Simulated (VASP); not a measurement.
Input of a VASP 6.6.1 run:

POSCAR

```
Ag
1.0
    2.0213955079      2.0213955079      0.0000000000
   -2.0213955079      2.0213955079      0.0000000000
    0.0000000000      0.0000000000      4.0427910158
Ag
2
Direct
    0.0000000000      0.0000000000      0.0000000000
    0.5000000000      0.5000000000      0.5000000000
```

Contents of INCAR.step1:

```
SYSTEM = Ag
PREC = Accurate
ENCUT = 520
ISMEAR = 0
SIGMA = 0.1
LREAL = .FALSE.
LASPH = .TRUE.
NELM = 60
NBANDS = 18
GGA = PE
ALGO = Normal
EDIFF = 1E-4
LWAVE = .TRUE.
LCHARG = .FALSE.
```

Contents of INCAR.step2:

```
SYSTEM = Ag
PREC = Accurate
ENCUT = 520
EDIFF = 1E-6
ISMEAR = 0
SIGMA = 0.1
LREAL = .FALSE.
LASPH = .TRUE.
NELM = 60
ALGO = Normal
ISIF = 2
LWAVE = .FALSE.
LCHARG = .TRUE.
METAGGA = R2SCAN
LMIXTAU = .TRUE.
LELF = .TRUE.
LVHAR = .TRUE.
NBANDS = 18
ISTART = 1
```

File KPOINTS:

```
regular mesh
0
G
  18 18 12
  0 0 0
```

Potentials or basis: VASP PAW PBE potentials, release 64 (Ag).

The run is started by

```sh
$ cat potpaw_PBE.64/Ag/POTCAR > POTCAR
$ cp INCAR.step1 INCAR
$ mpirun -np 1 vasp_std > vasp.out
$ cp INCAR.step2 INCAR
$ mpirun -np 1 vasp_std > vasp.out
```

Question: Estimate the pressure.

Answer: 5.6 GPa.

Question: Predict the band gap on the k mesh.

Answer: Zero (bands 11 and 12 overlap by 10.08 eV).

Caveat: the cell differs from its parent crystal (equal strain along all axes, cell held: -1.5 %); the cell stands under pressure; the PAW data sets were made with another functional, which shifts forces and pressure a little.
